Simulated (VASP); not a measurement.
# AlN (Fm-3m) in VASP: further runs

AlN is run at these levels: PBE+D3(BJ); tasks: single point.

The COD entry that gives the cell may itself be a prediction, so a difference from it is no test against experiment.

Everything below comes from runs of VASP 6.6.1. Logs are shortened: lines on timing, memory, paths and dates and some standing lists are left out, and cuts for length are marked.

### Step 1. The cell of the first run

The structure is cubic, space group Fm-3m (No. 225). The conventional cell has a = 4.034 Å, b = 4.034 Å, c = 4.034 Å, α = 90.00°, β = 90.00°, γ = 90.00°. Al (site symmetry m-3m) has 6 N at 2.02 Å within 2.7 Å. N (site symmetry m-3m) has 6 Al at 2.02 Å within 2.7 Å.

### Step 2. Single point, PBE+D3(BJ)

INCAR reads:

```
SYSTEM = AlN
ALGO = Normal
EDIFF = 1E-6
ENCUT = 520
GGA = PE
ISIF = 2
ISMEAR = 0
IVDW = 12
LASPH = .True.
LCHARG = .False.
LREAL = .False.
LWAVE = .False.
NBANDS = 11
NELM = 100
PREC = Accurate
SIGMA = 0.01
```

KPOINTS reads:

```
k-points
0
Gamma
  8 8 8
  0 0 0
```

POSCAR reads:

```
AlN
1.0
    0.0000000000      2.0170432205      2.0170432205
    2.0170432205      0.0000000000      2.0170432205
    2.0170432205      2.0170432205      0.0000000000
Al N
1 1
Direct
    0.0000000000      0.0000000000      0.0000000000
    0.5000000000      0.5000000000      0.5000000000
```

Potentials or basis: VASP PAW PBE potentials, release 64 (Al, N).

Started as:

```console
$ cat potpaw_PBE.64/Al/POTCAR potpaw_PBE.64/N/POTCAR > POTCAR
$ mpirun -np 1 vasp_std > vasp.out
```

OUTCAR:

```text
SYSTEM = AlN
   EDIFF = 1E-6
   ENCUT = 520
   GGA = PE
   ISIF = 2
   ISMEAR = 0
   IVDW = 12
   LASPH = .True.
   LREAL = .False.
   NELM = 100
   PREC = Accurate
 IVDW          = 12

 ion  position               nearest neighbor table
   1  0.000  0.000  0.000-   2 2.02   2 2.02   2 2.02   2 2.02   2 2.02   2 2.02
   2  0.500  0.500  0.500-   1 2.02   1 2.02   1 2.02   1 2.02   1 2.02   1 2.02

  LATTYP: Found a face centered cubic cell.
 ALAT       =     4.0340864410

  Lattice vectors:

 A1 = (   0.0000000000,   2.0170432205,   2.0170432205)
 A2 = (   2.0170432205,   0.0000000000,   2.0170432205)
 A3 = (   2.0170432205,   2.0170432205,   0.0000000000)

Analysis of symmetry for initial positions (statically):
=====================================================================
 Subroutine PRICEL returns:
 Original cell was already a primitive cell.

 Routine SETGRP: Setting up the symmetry group for a
 face centered cubic supercell.

 Subroutine GETGRP returns: Found 48 space group operations
[... 9 lines left out ...]

 Routine SETGRP: Setting up the symmetry group for a
 face centered cubic supercell.

 Subroutine GETGRP returns: Found 48 space group operations
[... 11 lines left out ...]
                                     Primitive cell

  volume of cell :      16.4125

  direct lattice vectors                    reciprocal lattice vectors
     0.000000000  2.017043221  2.017043221    -0.247887598  0.247887598  0.247887598
     2.017043221  0.000000000  2.017043221     0.247887598 -0.247887598  0.247887598
     2.017043221  2.017043221  0.000000000     0.247887598  0.247887598 -0.247887598

  length of vectors
     2.852529878  2.852529878  2.852529878     0.429353915  0.429353915  0.429353915

  position of ions in fractional coordinates (direct lattice)
     0.000000000  0.000000000  0.000000000
     0.500000000  0.500000000  0.500000000

  ion indices of the primitive-cell ions
   primitive index   ion index
                 1           1
                 2           2

----------------------------------------------------------------------------------------

 KPOINTS: k-points

Automatic generation of k-mesh.
 Grid dimensions read from file:
 generate k-points for:    8    8    8

 Generating k-lattice:

  Cartesian coordinates                     Fractional coordinates (reciprocal lattice)
    -0.030985950  0.030985950  0.030985950     0.125000000  0.000000000  0.000000000
     0.030985950 -0.030985950  0.030985950     0.000000000  0.125000000  0.000000000
     0.030985950  0.030985950 -0.030985950     0.000000000  0.000000000  0.125000000
[... 65 lines left out ...]
   POTIM  = 0.5000    time-step for ionic-motion
   TEBEG  =    0.0;   TEEND  =   0.0 temperature during run
   PSTRESS=    0.0 pullay stress
   NELECT =       8.0000    total number of electrons
   NUPDOWN=      -1.0000    fix difference up-down
   EMIN   =  10.00;   EMAX   =-10.00  energy-range for DOS
   EFERMI =   0.00;   METHOD = LEGACY
   ISMEAR =     0;   SIGMA  =   0.01  broadening in eV -4-tet -1-fermi 0-gaus
   EFERMI_NEDOS =   21; number of points for ismear=-14 and -15
   IALGO  =     38    algorithm
   IMIX   =      4    mixing-type and parameters
     AMIX     =   0.40;   BMIX     =  1.00
     AMIX_MAG =   1.60;   BMIX_MAG =  1.00
  volume/ion in A,a.u.               =       8.21        55.38
  Fermi-wavevector in a.u.,A,eV,Ry     =   1.288387  2.434698 22.584865  1.659941
  Thomas-Fermi vector in A             =   2.420344
   LORBIT       =      0    0 simple, 1 ext, 2 COOP (PROOUT), +10 PAW based schemes
   GGA     = PE    functional components
   LHFCALC =     F    Hartree Fock is set to
   AEXX    =    0.0000 exact exchange contribution
   IVDW    =    12    specifies the selected vdW correction
   LEPSILON=     F    determine dielectric tensor
   LRPA    =     F    only Hartree local field effects (RPA)
 non-spin polarized calculation
 Gauss-broadening in eV      SIGMA  =   0.01
  energy-cutoff  :      520.00
  volume of cell :       16.41
 maximum number of plane-waves:       459
 NGX is ok and might be reduce to    24
   NGX = 11   NGY = 11   NGZ = 11

 number of electron       7.9999999 magnetization

 Free energy of the ion-electron system (eV)
  ---------------------------------------------------
  ext. energy  EPLUGINS =         0.00000000
  ---------------------------------------------------
  free energy    TOTEN  =       -14.53615942 eV

  energy without entropy =      -14.53615942  energy(sigma->0) =      -14.53615942

 E-fermi :  10.1659     XC(G=0): -12.3172

 val. band max:       10.0521518552   @ k =   0.0000   0.0000   0.0000
 cond. band min:      14.7237251724   @ k =   0.5000   0.5000   0.0000
 fundamental gap:      4.6715733172
 Fermi energy:        10.1659258895

 k-point     1 :       0.0000    0.0000    0.0000
  band No.  band energies     occupation
      1      -7.5625      2.00000
      2      10.0522      2.00000
      3      10.0522      2.00000
      4      10.0522      2.00000
      5      15.8295      0.00000
      6      22.2412      0.00000
      7      22.2412      0.00000
      8      22.2412      0.00000
      9      27.4004      0.00000
     10      27.8918      0.00000
     11      27.8918      0.00000
[... 309 lines left out ...]
 k-point    24 :      -0.3750    0.2500    0.1250
  band No.  band energies     occupation
      1      -3.7714      2.00000
      2       2.5916      2.00000
      3       6.3296      2.00000
      4       8.0569      2.00000
      5      18.5293      0.00000
      6      18.6708      0.00000
      7      22.4342      0.00000
      8      22.9126      0.00000
      9      28.2772      0.00000
     10      29.2007      0.00000
     11      32.6068      0.00000

 [... further k-points ...]

------------------------ aborting loop because EDIFF is reached ----------------------------------------

 Edisp (eV)   -0.68428

 E8    (eV) :    -0.2668

  FORCE on cell =-STRESS in cart. coord.  units (eV):
  Direction    XX          YY          ZZ          XY          YZ          ZX
  --------------------------------------------------------------------------------------
  -------------------------------------------------------------------------------------
  Total      -0.00591    -0.00591    -0.00591     0.00000     0.00000    -0.00000
  in kB      -0.57675    -0.57675    -0.57675     0.00000     0.00000    -0.00000
  external pressure =       -0.58 kB  Pullay stress =        0.00 kB

 VOLUME and BASIS-vectors are now :
 -----------------------------------------------------------------------------
  energy-cutoff  :      520.00
  volume of cell :       16.41
      direct lattice vectors                 reciprocal lattice vectors
     0.000000000  2.017043221  2.017043221    -0.247887598  0.247887598  0.247887598
     2.017043221  0.000000000  2.017043221     0.247887598 -0.247887598  0.247887598
     2.017043221  2.017043221  0.000000000     0.247887598  0.247887598 -0.247887598

 POSITION                                       TOTAL-FORCE (eV/Angst)
 -----------------------------------------------------------------------------------
      0.00000      0.00000      0.00000        -0.000000     -0.000000      0.000000
      2.01704      2.01704      2.01704         0.000000      0.000000      0.000000
 -----------------------------------------------------------------------------------
    total drift:                               -0.000000     -0.000000      0.000000

  FREE ENERGIE OF THE ION-ELECTRON SYSTEM (eV)
  ---------------------------------------------------
  free  energy   TOTEN  =       -15.2204436000 eV

  energy  without entropy=      -15.2204436000  energy(sigma->0) =      -15.22044360
```

OSZICAR:

```text
N       E                     dE             d eps       ncg     rms          rms(c)
DAV:   1     0.107137753083E+02    0.10714E+02   -0.40184E+03   646   0.622E+02
DAV:   2    -0.154704852308E+02   -0.26184E+02   -0.24972E+02   760   0.135E+02
DAV:   3    -0.162838112719E+02   -0.81333E+00   -0.81199E+00   800   0.220E+01
DAV:   4    -0.162871821747E+02   -0.33709E-02   -0.33707E-02   710   0.152E+00
DAV:   5    -0.162872129225E+02   -0.30748E-04   -0.30748E-04   746   0.135E-01    0.762E+00
DAV:   6    -0.145573283550E+02    0.17299E+01   -0.74533E+00   695   0.145E+01    0.271E+00
DAV:   7    -0.145418434322E+02    0.15485E-01   -0.18245E-01   727   0.311E+00    0.178E+00
DAV:   8    -0.145364342760E+02    0.54092E-02   -0.15369E-02   671   0.108E+00    0.337E-01
DAV:   9    -0.145361071641E+02    0.32711E-03   -0.13666E-03   737   0.222E-01    0.152E-01
DAV:  10    -0.145361652335E+02   -0.58069E-04   -0.13071E-04   710   0.843E-02    0.426E-02
DAV:  11    -0.145361597358E+02    0.54976E-05   -0.17167E-05   734   0.233E-02    0.758E-03
DAV:  12    -0.145361594168E+02    0.31909E-06   -0.61918E-07   382   0.667E-03
   1 F= -.15220444E+02 E0= -.15220444E+02  d E =-.200242E-60
```

Wall time 6.5 s (1 thread of Intel Xeon Platinum 8259CL at 2.50GHz (Skylake/Cascade Lake), shared host); peak memory 0.14 GiB.

What came out:

* Free energy: -15.2204 eV
* Pressure: -0.1 GPa
* Band gap on the k mesh: 4.67 eV, indirect (least direct gap 5.78 eV)
* Dispersion energy per atom: -0.342 eV

Levels at points of the mesh, in eV from the valence-band top:
| k point | band 1 | band 2 | band 3 | band 4 | band 5 | band 6 | band 7 | band 8 | band 9 |
| --- | --- | --- | --- | --- | --- | --- | --- | --- | --- |
| (0.00, 0.00, 0.00) | -17.61 | 0.00 | 0.00 | 0.00 | 5.78 | 12.19 | 12.19 | 12.19 | 17.35 |
| (0.50, 0.00, 0.00) | -14.33 | -8.35 | -1.09 | -1.09 | 6.18 | 11.05 | 11.05 | 13.40 | 16.17 |
| (0.50, 0.50, 0.00) | -13.34 | -7.43 | -2.82 | -2.82 | 4.67 | 5.29 | 14.13 | 17.36 | 17.36 |

### Step 3. Single point, PBE+D3(BJ)

This run uses another cell than the first one, of 8.40 Å³/atom, 1.023 times its volume.

INCAR reads:

```
SYSTEM = AlN
PREC     = Accurate       ! precision mode
ENCUT    = 520            ! plane-wave cutoff, eV
EDIFF    = 1E-7           ! SCF threshold, eV
ISMEAR   = 0              ! smearing method
SIGMA    = 0.01           ! smearing width, eV
LREAL    = .False.        ! projectors in reciprocal space
LASPH    = .True.         ! aspherical terms in the spheres
NELM     = 80             ! most SCF steps
ALGO     = Normal         ! electronic algorithm
ISIF     = 2              ! what is computed and relaxed
LWAVE    = .False.        ! write WAVECAR
LCHARG   = .True.         ! write CHGCAR
GGA      = PE             ! functional
IVDW     = 12             ! dispersion correction
LELF     = .True.         ! ELF
LVHAR    = .True.       
NBANDS   = 11             ! bands
```

KPOINTS reads:

```
regular mesh
0
Gamma
  8 8 8
  0 0 0
```

POSCAR reads:

```
AlN
1.0
    0.0000000000      2.0325595473      2.0325595473
    2.0325595473      0.0000000000      2.0325595473
    2.0325595473      2.0325595473      0.0000000000
Al N
1 1
Direct
    0.0000000000      0.0000000000      0.0000000000
    0.5000000000      0.5000000000      0.5000000000
```

Potentials or basis: VASP PAW PBE potentials, release 64 (Al, N).

Started as:

```console
$ cat potpaw_PBE.64/Al/POTCAR potpaw_PBE.64/N/POTCAR > POTCAR
$ mpirun -np 1 vasp_std > vasp.out
```

OUTCAR:

```text
SYSTEM = AlN
   PREC = Accurate
   ENCUT = 520
   EDIFF = 1E-7
   ISMEAR = 0
   LREAL = .False.
   LASPH = .True.
   NELM = 80
   ISIF = 2
   GGA = PE
   IVDW = 12
 IVDW          = 12

 ion  position               nearest neighbor table
   1  0.000  0.000  0.000-   2 2.03   2 2.03   2 2.03   2 2.03   2 2.03   2 2.03
   2  0.500  0.500  0.500-   1 2.03   1 2.03   1 2.03   1 2.03   1 2.03   1 2.03

  LATTYP: Found a face centered cubic cell.
 ALAT       =     4.0651190946

  Lattice vectors:

 A1 = (   0.0000000000,   2.0325595473,   2.0325595473)
 A2 = (   2.0325595473,   0.0000000000,   2.0325595473)
 A3 = (   2.0325595473,   2.0325595473,   0.0000000000)

Analysis of symmetry for initial positions (statically):
=====================================================================
 Subroutine PRICEL returns:
 Original cell was already a primitive cell.

 Routine SETGRP: Setting up the symmetry group for a
 face centered cubic supercell.

 Subroutine GETGRP returns: Found 48 space group operations
[... 9 lines left out ...]

 Routine SETGRP: Setting up the symmetry group for a
 face centered cubic supercell.

 Subroutine GETGRP returns: Found 48 space group operations
[... 11 lines left out ...]
                                     Primitive cell

  volume of cell :      16.7942

  direct lattice vectors                    reciprocal lattice vectors
     0.000000000  2.032559547  2.032559547    -0.245995253  0.245995253  0.245995253
     2.032559547  0.000000000  2.032559547     0.245995253 -0.245995253  0.245995253
     2.032559547  2.032559547  0.000000000     0.245995253  0.245995253 -0.245995253

  length of vectors
     2.874473278  2.874473278  2.874473278     0.426076277  0.426076277  0.426076277

  position of ions in fractional coordinates (direct lattice)
     0.000000000  0.000000000  0.000000000
     0.500000000  0.500000000  0.500000000

  ion indices of the primitive-cell ions
   primitive index   ion index
                 1           1
                 2           2

----------------------------------------------------------------------------------------

 KPOINTS: regular mesh

[... 96 lines left out ...]
   LEPSILON=     F    determine dielectric tensor
   LRPA    =     F    only Hartree local field effects (RPA)
 non-spin polarized calculation
 Gauss-broadening in eV      SIGMA  =   0.01
  energy-cutoff  :      520.00
  volume of cell :       16.79
 maximum number of plane-waves:       469
 NGX is ok and might be reduce to    24
   NGX = 11   NGY = 11   NGZ = 11

 number of electron       7.9999999 magnetization

 Free energy of the ion-electron system (eV)
  ---------------------------------------------------
  ext. energy  EPLUGINS =         0.00000000
  ---------------------------------------------------
  free energy    TOTEN  =       -14.54536541 eV

  energy without entropy =      -14.54536541  energy(sigma->0) =      -14.54536541

 E-fermi :   9.8507     XC(G=0): -12.2098

 val. band max:        9.7552023922   @ k =   0.0000   0.0000   0.0000
 cond. band min:      14.2058673787   @ k =   0.5000   0.5000   0.0000
 fundamental gap:      4.4506649865
 Fermi energy:         9.8507149569

 k-point     1 :       0.0000    0.0000    0.0000
  band No.  band energies     occupation
      1      -7.6515      2.00000
      2       9.7552      2.00000
      3       9.7552      2.00000
      4       9.7552      2.00000
      5      15.2023      0.00000
      6      21.8697      0.00000
      7      21.8697      0.00000
      8      21.8697      0.00000
      9      26.9671      0.00000
     10      27.4255      0.00000
     11      27.4255      0.00000
[... 309 lines left out ...]
 k-point    24 :      -0.3750    0.2500    0.1250
  band No.  band energies     occupation
      1      -3.9670      2.00000
      2       2.4297      2.00000
      3       6.1152      2.00000
      4       7.8113      2.00000
      5      18.0731      0.00000
      6      18.1731      0.00000
      7      21.9100      0.00000
      8      22.3787      0.00000
      9      27.7270      0.00000
     10      28.5861      0.00000
     11      32.0151      0.00000

 [... further k-points ...]

------------------------ aborting loop because EDIFF is reached ----------------------------------------

 Edisp (eV)   -0.66815

 E8    (eV) :    -0.2604

  FORCE on cell =-STRESS in cart. coord.  units (eV):
  Direction    XX          YY          ZZ          XY          YZ          ZX
  --------------------------------------------------------------------------------------
  -------------------------------------------------------------------------------------
  Total      -0.61562    -0.61562    -0.61562     0.00000     0.00000    -0.00000
  in kB     -58.73000   -58.73000   -58.73000     0.00000     0.00000    -0.00000
  external pressure =      -58.73 kB  Pullay stress =        0.00 kB

 VOLUME and BASIS-vectors are now :
 -----------------------------------------------------------------------------
  energy-cutoff  :      520.00
  volume of cell :       16.79
      direct lattice vectors                 reciprocal lattice vectors
     0.000000000  2.032559547  2.032559547    -0.245995253  0.245995253  0.245995253
     2.032559547  0.000000000  2.032559547     0.245995253 -0.245995253  0.245995253
     2.032559547  2.032559547  0.000000000     0.245995253  0.245995253 -0.245995253

 POSITION                                       TOTAL-FORCE (eV/Angst)
 -----------------------------------------------------------------------------------
      0.00000      0.00000      0.00000         0.000000     -0.000000      0.000000
      2.03256      2.03256      2.03256        -0.000000      0.000000      0.000000
 -----------------------------------------------------------------------------------
    total drift:                               -0.000000     -0.000000      0.000000

  FREE ENERGIE OF THE ION-ELECTRON SYSTEM (eV)
  ---------------------------------------------------
  free  energy   TOTEN  =       -15.2135180585 eV

  energy  without entropy=      -15.2135180585  energy(sigma->0) =      -15.21351806
```

OSZICAR:

```text
N       E                     dE             d eps       ncg     rms          rms(c)
DAV:   1     0.105118109832E+02    0.10512E+02   -0.40026E+03   646   0.627E+02
DAV:   2    -0.154757181268E+02   -0.25988E+02   -0.25195E+02   765   0.139E+02
DAV:   3    -0.162729370144E+02   -0.79722E+00   -0.79623E+00   772   0.221E+01
DAV:   4    -0.162763346229E+02   -0.33976E-02   -0.33973E-02   719   0.158E+00
DAV:   5    -0.162763658161E+02   -0.31193E-04   -0.31193E-04   743   0.141E-01    0.754E+00
DAV:   6    -0.145640551823E+02    0.17123E+01   -0.75463E+00   695   0.145E+01    0.265E+00
DAV:   7    -0.145513370773E+02    0.12718E-01   -0.17511E-01   719   0.308E+00    0.176E+00
DAV:   8    -0.145456835665E+02    0.56535E-02   -0.16331E-02   668   0.111E+00    0.339E-01
DAV:   9    -0.145453113255E+02    0.37224E-03   -0.15433E-03   743   0.233E-01    0.150E-01
DAV:  10    -0.145453715226E+02   -0.60197E-04   -0.14390E-04   698   0.879E-02    0.413E-02
DAV:  11    -0.145453658153E+02    0.57073E-05   -0.18113E-05   746   0.239E-02    0.785E-03
DAV:  12    -0.145453654691E+02    0.34626E-06   -0.64512E-07   715   0.673E-03    0.131E-03
DAV:  13    -0.145453654142E+02    0.54865E-07   -0.10367E-08   379   0.704E-04
   1 F= -.15213518E+02 E0= -.15213518E+02  d E =-.793907E-44
```

stdout:

```text
POSCAR found type information on POSCAR AlN
 POSCAR found :  2 types and       2 ions
 scaLAPACK will be used
 LDA part: xc-table for (Slater+PW92), standard interpolation
 POSCAR, INCAR and KPOINTS ok, starting setup
 FFT: planning ... GRIDC
 FFT: planning ... GRID_SOFT
 FFT: planning ... GRID
 WAVECAR not read
 entering main loop
```

Wall time 5.9 s (1 thread of Intel Xeon Platinum 8259CL at 2.50GHz (Skylake/Cascade Lake), shared host); peak memory 0.14 GiB.

What came out:

| Property | Result |
| --- | --- |
| Free energy | -15.2135 eV |
| Pressure | -5.9 GPa |
| Band gap on the k mesh | 4.45 eV, indirect (least direct gap 5.45 eV) |
| Dispersion energy per atom | -0.334 eV |

A k mesh can miss the band edges.
